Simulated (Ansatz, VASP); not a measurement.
**One calculation of CdS, two programs**

```
Cd S
1.0
     4.12453    0.00000    0.00000
    -2.06227    3.57195    0.00000
     0.00000    0.00000    6.70921
Cd S
2 2
Cartesian
  0.0000 2.3813 -0.3092
  2.0623 1.1907 3.0454
  0.0000 2.3813 2.8385
  2.0623 1.1907 6.1931
```

Change from the starting cell: polar distortion scaled by 0.25.

Alike in both runs: task single point; functional PBEsol; k mesh 9 × 9 × 4; no spin polarisation.

```csv
,VASP,Ansatz
version,VASP 6.6.1,Ansatz 0.2.0
potentials or method,"VASP PAW PBE potentials, release 64 (Cd, S), cutoff 520 eV","scalar-relativistic, plane waves, PAW"
occupations,"gaussian, width 0.01 eV",fixed
valence electrons in the cell,36,52
```

Ansatz gave:

- gap on the k mesh at the Fermi level (eV): 1.34
- least direct gap on the mesh (eV): 1.34
- pressure (GPa): 3.5
- traceless stress, the component that is largest in VASP (GPa): -6.48
- rms of the force components (eV/Å): 0.243

Question: What did VASP give for the same quantities?

Answer: gap on the k mesh at the Fermi level (eV): 1.35; least direct gap on the mesh (eV): 1.35; pressure (GPa): 4.0; traceless stress, the component that is largest in VASP (GPa): -6.87; rms of the force components (eV/Å): 0.251.

VASP's potentials were made for PBE, not for PBEsol, and Ansatz warns of the same on its side. Atom by atom the forces differ by 0.008 eV/Å (rms over components). VASP's potentials hold 36 valence electrons a cell and Ansatz's 52, so a difference there can come from the potentials and not from the codes.
